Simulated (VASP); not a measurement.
Input of a VASP 6.6.1 run:

Contents of INCAR:

```
SYSTEM = SiNi
PREC     = Accurate       ! precision mode
ENCUT    = 520            ! plane-wave cutoff, eV
EDIFF    = 1E-6           ! SCF threshold, eV
ISMEAR   = -1             ! smearing method
SIGMA    = 0.08           ! smearing width, eV
LREAL    = .False.        ! projectors in reciprocal space
LASPH    = .True.         ! aspherical terms in the spheres
NELM     = 60             ! most SCF steps
ALGO     = Normal         ! electronic algorithm
ISIF     = 2              ! what is computed and relaxed
LWAVE    = .False.        ! write WAVECAR
LCHARG   = .False.        ! write CHGCAR
GGA      = PS             ! functional
NBANDS   = 14             ! bands
```

File KPOINTS:

```
regular mesh
0
Gamma
  14 14 14
  0 0 0
```

Contents of POSCAR:

```
SiNi
1.0
    0.0000000000      2.1740034577      2.1740034577
    2.1740034577      0.0000000000      2.1740034577
    2.1740034577      2.1740034577      0.0000000000
Ni Si
1 1
Direct
    0.0000000000      0.0000000000      0.0000000000
    0.5000000000      0.5000000000      0.5000000000
```

Potentials or basis: VASP PAW PBE potentials, release 64 (Ni, Si).

The run is started by

```bash
$ cat potpaw_PBE.64/Ni/POTCAR potpaw_PBE.64/Si/POTCAR > POTCAR
$ mpirun -np 1 vasp_std > vasp.out
```

Task: What does it give for the band gap on the k mesh?

Result: Zero (bands 7 and 8 overlap by 6.51 eV).

Task: Estimate the pressure.

Result: 57.5 GPa.

Caveat: the cell stands under pressure; the PAW data sets were made with another functional, which shifts forces and pressure a little. Spin polarisation is off, so any magnetic state and its effect on volume and gap are missing.
